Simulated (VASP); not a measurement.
# TiAl3 (I4/mmm) in VASP: a series of runs

Aim: see how the results for TiAl3 move with the level of theory and the settings. Levels: revPBE+D3(BJ), PBE+D3(BJ). Tasks: relaxation of cell and atoms.

All numbers are computed with VASP 6.6.1; they aren't measurements. Logs are shortened: lines on timing, memory, paths and dates and some standing lists are left out, and cuts for length are marked.

### Step 1. The cell of the first run

Symmetry: I4/mmm, No. 139, tetragonal system. Conventional cell: a = 3.822 Å, b = 3.822 Å, c = 8.561 Å, α = 90.00°, β = 90.00°, γ = 90.00°. Ti (site symmetry 4/mmm) has 12 Al at 2.70 to 2.87 Å within 3.6 Å. Within 3.6 Å of Al (site symmetry 4/mmm) lie 4 Ti at 2.70 Å and 8 Al at 2.87 Å. Within 3.6 Å of Al (site symmetry -4m2) lie 8 Al at 2.70 to 2.87 Å and 4 Ti at 2.87 Å.

### Step 2. Relaxation of cell and atoms, revPBE+D3(BJ)

INCAR reads:

```
  ALGO = Normal
  EDIFF = 1E-7
  EDIFFG = -0.005
  ENCUT = 500
  GGA = RE
  GGA_COMPAT = F
  IBRION = 2
  ISIF = 3
  ISMEAR = 1
  IVDW = 12
  LASPH = T
  LCHARG = F
  LREAL = F
  LWAVE = F
  NELM = 120
  NELMIN = 4
  NSW = 80
  PREC = Accurate
  SIGMA = 0.1
```

KPOINTS reads:

```
k-points
0
Gamma
  9 9 9
```

POSCAR reads:

```
TiAl3
1.0
   -1.9111070000      1.9111070000      4.2806690000
    1.9111070000     -1.9111070000      4.2806690000
    1.9111070000      1.9111070000     -4.2806690000
Ti Al
1 3
Direct
    0.0000000000      0.0000000000      0.0000000000
    0.5000000000      0.5000000000      0.0000000000
    0.7500000000      0.2500000000      0.5000000000
    0.2500000000      0.7500000000      0.5000000000
```

Potentials or basis: VASP PAW PBE potentials, release 64 (Ti_sv, Al).

Command:

```console
> cat potpaw_PBE.64/Ti_sv/POTCAR potpaw_PBE.64/Al/POTCAR > POTCAR
> mpirun -np 1 vasp_std > vasp.out
```

OUTCAR:

```text
EDIFF = 1E-7
   EDIFFG = -0.005
   ENCUT = 500
   GGA = RE
   IBRION = 2
   ISIF = 3
   ISMEAR = 1
   IVDW = 12
   LASPH = T
   LREAL = F
   NELM = 120
   NELMIN = 4
   NSW = 80
   PREC = Accurate
 IVDW          = 12

 ion  position               nearest neighbor table
   1  0.000  0.000  0.000-   2 2.70   2 2.70   2 2.70   2 2.70   4 2.87   3 2.87   4 2.87   4 2.87
                             3 2.87   3 2.87   4 2.87   3 2.87
   2  0.500  0.500  0.000-   1 2.70   1 2.70   1 2.70   1 2.70   4 2.87   3 2.87   4 2.87   3 2.87
                             4 2.87   4 2.87   3 2.87   3 2.87
   3  0.750  0.250  0.500-   4 2.70   4 2.70   4 2.70   4 2.70   2 2.87   1 2.87   2 2.87   1 2.87
                             2 2.87   2 2.87   1 2.87   1 2.87
   4  0.250  0.750  0.500-   3 2.70   3 2.70   3 2.70   3 2.70   2 2.87   1 2.87   2 2.87   2 2.87
                             1 2.87   1 2.87   2 2.87   1 2.87

  LATTYP: Found a body centered tetragonal cell.
 ALAT       =     3.8222140000
 C/A-ratio  =     2.2398897602

  Lattice vectors:

 A1 = (  -1.9111070000,   1.9111070000,   4.2806690000)
 A2 = (   1.9111070000,  -1.9111070000,   4.2806690000)
 A3 = (   1.9111070000,   1.9111070000,  -4.2806690000)

Analysis of symmetry for initial positions (statically):
=====================================================================
 Subroutine PRICEL returns:
 Original cell was already a primitive cell.

 Routine SETGRP: Setting up the symmetry group for a
 body centered tetragonal supercell.

 Subroutine GETGRP returns: Found 16 space group operations
 (whereof 16 operations were pure point group operations)
 out of a pool of 16 trial point group operations.

The static configuration has the point symmetry D_4h.

Analysis of symmetry for dynamics (positions and initial velocities):
=====================================================================
 Subroutine PRICEL returns:
 Original cell was already a primitive cell.

 Routine SETGRP: Setting up the symmetry group for a
 body centered tetragonal supercell.

 Subroutine GETGRP returns: Found 16 space group operations
 (whereof 16 operations were pure point group operations)
 out of a pool of 16 trial point group operations.

The dynamic configuration has the point symmetry D_4h.

 Subroutine INISYM returns: Found 16 space group operations
 (whereof 16 operations are pure point group operations),
 and found     1 'primitive' translations

----------------------------------------------------------------------------------------

                                     Primitive cell

  volume of cell :      62.5377

  direct lattice vectors                    reciprocal lattice vectors
    -1.911107000  1.911107000  4.280669000     0.000000000  0.261628470  0.116804172
     1.911107000 -1.911107000  4.280669000     0.261628470  0.000000000  0.116804172
     1.911107000  1.911107000 -4.280669000     0.261628470  0.261628470  0.000000000

  length of vectors
     5.062488224  5.062488224  5.062488224     0.286518186  0.286518186  0.369998530

  position of ions in fractional coordinates (direct lattice)
     0.000000000  0.000000000  0.000000000
     0.500000000  0.500000000  0.000000000
     0.750000000  0.250000000  0.500000000
     0.250000000  0.750000000  0.500000000

  ion indices of the primitive-cell ions
   primitive index   ion index
                 1           1
                 2           2
                 3           3
                 4           4

----------------------------------------------------------------------------------------

 KPOINTS: k-points

Automatic generation of k-mesh.
 Grid dimensions read from file:
 generate k-points for:    9    9    9

 Generating k-lattice:

  Cartesian coordinates                     Fractional coordinates (reciprocal lattice)
     0.000000000  0.029069830  0.012978241     0.111111111  0.000000000 -0.000000000
     0.029069830  0.000000000  0.012978241     0.000000000  0.111111111 -0.000000000
     0.029069830  0.029069830  0.000000000     0.000000000  0.000000000  0.111111111

  Length of vectors
     0.031835354  0.031835354  0.041110948

  Shift w.r.t. Gamma in fractional coordinates (k-lattice)
     0.000000000  0.000000000  0.000000000

 Subroutine IBZKPT returns following result:
 ===========================================

 Found     75 irreducible k-points:

 Following reciprocal coordinates:
            Coordinates               Weight
  0.000000  0.000000  0.000000      1.000000
  0.111111  0.000000 -0.000000      8.000000
  0.222222  0.000000  0.000000      8.000000
  0.333333  0.000000 -0.000000      8.000000
  0.444444  0.000000  0.000000      8.000000
  0.111111  0.111111 -0.000000      8.000000
[... 16 lines left out ...]
 -0.333333  0.333333  0.000000      4.000000
  0.444444  0.444444 -0.000000      8.000000
 [... further k-points ...]
   k-points           NKPTS =     75   k-points in BZ     NKDIM =     75   number of bands    NBANDS=     14
   number of dos      NEDOS =    301   number of ions     NIONS =      4
   total plane-waves  NPLWV =  64000
   dimension x,y,z NGX =    40 NGY =   40 NGZ =   40
   dimension x,y,z NGXF=    80 NGYF=   80 NGZF=   80
   ions per type =               1   3
   NGX,Y,Z   is equivalent  to a cutoff of  13.14, 13.14, 13.14 a.u.
   NGXF,Y,Z  is equivalent  to a cutoff of  26.27, 26.27, 26.27 a.u.
 SYSTEM =  unknown system
   PREC   = accura    normal or accurate (medium, high low for compatibility)
   ISTART =      0    job   : 0-new  1-cont  2-samecut
   ICHARG =      2    charge: 1-file 2-atom 10-const
   ISPIN  =      1    spin polarized calculation?
   LNONCOLLINEAR =      F non collinear calculations
   LSORBIT =      F    spin-orbit coupling
   LASPH  =      T    aspherical Exc in radial PAW
   ENCUT  =  500.0 eV  36.75 Ry    6.06 a.u.   9.23  9.23  9.23*2*pi/ulx,y,z
   NELM   =    120;   NELMIN=  4; NELMDL= -5     # of ELM steps
   EDIFF  = 0.1E-06   stopping-criterion for ELM
   LREAL  =      F    real-space projection
   EDIFFG = -.5E-02   stopping-criterion for IOM
   NSW    =     80    number of steps for IOM
   IBRION =      2    ionic relax: 0-MD 1-quasi-New 2-CG
   NFREE  =      1    steps in history (QN), initial steepest desc. (CG)
   ISIF   =      3    stress and relaxation
   ISYM   =      2    0-nonsym 1-usesym 2-fastsym
   POTIM  = 0.5000    time-step for ionic-motion
   TEBEG  =    0.0;   TEEND  =   0.0 temperature during run
   PSTRESS=    0.0 pullay stress
   NELECT =      21.0000    total number of electrons
   NUPDOWN=      -1.0000    fix difference up-down
   EMIN   =  10.00;   EMAX   =-10.00  energy-range for DOS
   EFERMI =   0.00;   METHOD = LEGACY
   ISMEAR =     1;   SIGMA  =   0.10  broadening in eV -4-tet -1-fermi 0-gaus
   EFERMI_NEDOS =   21; number of points for ismear=-14 and -15
   IALGO  =     38    algorithm
   IMIX   =      4    mixing-type and parameters
     AMIX     =   0.40;   BMIX     =  1.00
     AMIX_MAG =   1.60;   BMIX_MAG =  1.00
  volume/ion in A,a.u.               =      15.63       105.51
  Fermi-wavevector in a.u.,A,eV,Ry     =   1.137891  2.150302 17.616772  1.294796
  Thomas-Fermi vector in A             =   2.274596
   LORBIT       =      0    0 simple, 1 ext, 2 COOP (PROOUT), +10 PAW based schemes
   GGA     = RE    functional components
   LHFCALC =     F    Hartree Fock is set to
   AEXX    =    0.0000 exact exchange contribution
   IVDW    =    12    specifies the selected vdW correction
   LEPSILON=     F    determine dielectric tensor
   LRPA    =     F    only Hartree local field effects (RPA)
 conjugate gradient relaxation of ions
 non-spin polarized calculation
 Methfessel and Paxton  Order N= 1 SIGMA  =   0.10
  energy-cutoff  :      500.00
  volume of cell :       62.54
 maximum number of plane-waves:      1612
 NGX is ok and might be reduce to    40
   NGX = 19   NGY = 19   NGZ = 19

--------------------------------------- Ionic step        1  -------------------------------------------

 number of electron      20.9999999 magnetization

 Free energy of the ion-electron system (eV)
  ---------------------------------------------------
  ext. energy  EPLUGINS =         0.00000000
  ---------------------------------------------------
  free energy    TOTEN  =       -19.71577734 eV

  energy without entropy =      -19.71714481  energy(sigma->0) =      -19.71623316

------------------------ aborting loop because EDIFF is reached ----------------------------------------

 Edisp (eV)   -3.20999

 E8    (eV) :    -2.2920

  FORCE on cell =-STRESS in cart. coord.  units (eV):
  Direction    XX          YY          ZZ          XY          YZ          ZX
  --------------------------------------------------------------------------------------
  -------------------------------------------------------------------------------------
  Total      -1.88824    -1.88824    -1.93153     0.00000     0.00000     0.00000
  in kB     -48.37569   -48.37569   -49.48454     0.00000     0.00000     0.00000
  external pressure =      -48.75 kB  Pullay stress =        0.00 kB
[... 233 lines left out ...]
  energy  without entropy=      -22.9701883138  energy(sigma->0) =      -22.96928927

--------------------------------------- Ionic step        7  -------------------------------------------

 number of electron      21.0000001 magnetization

 Free energy of the ion-electron system (eV)
  ---------------------------------------------------
  ext. energy  EPLUGINS =         0.00000000
  ---------------------------------------------------
  free energy    TOTEN  =       -19.60379884 eV

  energy without entropy =      -19.60514620  energy(sigma->0) =      -19.60424796

 E-fermi :   8.9042     XC(G=0): -10.9229

 val. band max:        8.8990957872   @ k =   0.3333   0.0000  -0.0000
 cond. band min:       8.9067616794   @ k =  -0.2222   0.2222   0.2222
 fundamental gap:      0.0076658922
 Fermi energy:         8.9041651075

 k-point     1 :       0.0000    0.0000    0.0000
  band No.  band energies     occupation
      1     -47.5076      2.00000
      2     -23.7840      2.00000
      3     -23.7840      2.00000
      4     -23.7104      2.00000
      5      -1.4654      2.00000
      6       6.0265      2.00000
      7       6.2051      2.00000
      8       7.4020      2.00000
      9       7.6173      2.00000
     10       7.6173      2.00000
     11       9.7824     -0.00000
     12      10.7343     -0.00000
     13      10.7343     -0.00000
     14      11.1164      0.00000
[... 375 lines left out ...]
 k-point    24 :       0.4444    0.4444   -0.0000
  band No.  band energies     occupation
      1     -47.5044      2.00000
      2     -23.8129      2.00000
      3     -23.8121      2.00000
      4     -23.7058      2.00000
      5       2.9205      2.00000
      6       3.7385      2.00000
      7       3.8146      2.00000
      8       5.6980      2.00000
      9       5.7523      2.00000
     10       7.1971      2.00000
     11       7.8521      2.00000
     12      10.8627     -0.00000
     13      10.9170      0.00000
     14      11.2443      0.00000

 [... further k-points ...]

------------------------ aborting loop because EDIFF is reached ----------------------------------------

 Edisp (eV)   -3.36505

 E8    (eV) :    -2.4037

  FORCE on cell =-STRESS in cart. coord.  units (eV):
  Direction    XX          YY          ZZ          XY          YZ          ZX
  --------------------------------------------------------------------------------------
  -------------------------------------------------------------------------------------
  Total       0.01959     0.01959     0.01844     0.00000    -0.00000     0.00000
  in kB       0.52490     0.52490     0.49427     0.00000    -0.00000     0.00000
  external pressure =        0.51 kB  Pullay stress =        0.00 kB
[... 19 lines left out ...]
  FREE ENERGIE OF THE ION-ELECTRON SYSTEM (eV)
  ---------------------------------------------------
  free  energy   TOTEN  =       -22.9688536064 eV

  energy  without entropy=      -22.9702009723  energy(sigma->0) =      -22.96930273

 reached required accuracy - stopping structural energy minimisation
```

Wall time 3.5 min (1 thread of Intel Xeon 6975P-C (Granite Rapids), shared host); peak memory 0.29 GiB.

Results:

```yaml
Free_energy: -22.9689 eV
Relaxed_volume: 14.95 Å³/atom
Relaxed_cell: a = 4.984 Å, b = 4.984 Å, c = 4.984 Å, α = 135.58°, β = 135.58°, γ = 64.62°
Space_group_after_relaxing_to_0.1_Å: I4/mmm (No. 139)
Energy_gained_by_relaxing: 10.8 meV/atom
Ionic_steps: 7
Pressure_after_relaxing: 0.1 GPa
Band_gap_on_the_k_mesh: zero (an odd number of electrons rules out a gap without spin polarisation)
Dispersion_energy_per_atom: -0.841 eV
```

Step by step:
```
step  energy change (eV)  largest force (eV/Å)  pressure (GPa)  volume (Å³)
   1              0.0000                0.0000           -4.87        62.54
   2             -0.0287                0.0000            3.18        58.33
   3             -0.0430                0.0000            0.01        59.82
   4             -0.0430                0.0000           -0.10        59.87
   5             -0.0431                0.0000           -0.10        59.87
   6             -0.0431                0.0000           -0.10        59.87
   7             -0.0431                0.0000            0.05        59.79
```

Final structure:
```xyz
4
Lattice="-1.8838 1.8838 4.2122 1.8838 -1.8838 4.2122 1.8838 1.8838 -4.2122" Properties=species:S:1:pos:R:3 pbc="T T T"
Ti    0.0000    0.0000    8.4245
Al    0.0000    0.0000    4.2122
Al    0.0000    1.8838    2.1061
Al    1.8838    0.0000    2.1061
```

Levels at points of the mesh, in eV from the Fermi level:
| k point | band 7 | band 8 | band 9 | band 10 | band 11 | band 12 | band 13 | band 14 |
| --- | --- | --- | --- | --- | --- | --- | --- | --- |
| (0.00, 0.00, 0.00) | -2.70 | -1.50 | -1.29 | -1.29 | 0.88 | 1.83 | 1.83 | 2.21 |

Caveat: the PAW data sets were made with another functional, which shifts forces and pressure a little.

(Part 1 of 2 ends here.)
